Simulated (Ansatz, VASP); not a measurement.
## ZrC in VASP and in Ansatz

```
CELL_PARAMETERS angstrom
0.00000 2.51817 2.51817
2.51817 0.00000 2.51817
2.51817 2.51817 0.00000
ATOMIC_POSITIONS crystal
Zr 0.00000 0.00000 0.00000
C 0.25000 0.25000 0.25000
```

Alike in both runs: task single point; functional PBE; k mesh 12 × 12 × 12; occupations gaussian, width 0.05 eV; no spin polarisation.

|  | VASP | Ansatz |
| --- | --- | --- |
| version | VASP 6.6.1 | Ansatz 0.2.0 |
| potentials or method | VASP PAW PBE potentials, release 64 (Zr_sv, C), cutoff 520 eV | scalar-relativistic, plane waves, PAW |
| valence electrons in the cell | 16 | 16 |

Ansatz gave:

```
gap on the k mesh at the Fermi level (eV) : 0.47
least direct gap on the mesh (eV)         : 0.61
pressure (GPa)                            : 5.0
```

**Question.** Which values does VASP return?

**Answer.** gap on the k mesh at the Fermi level (eV): 0.47; least direct gap on the mesh (eV): 0.61; pressure (GPa): 5.1.
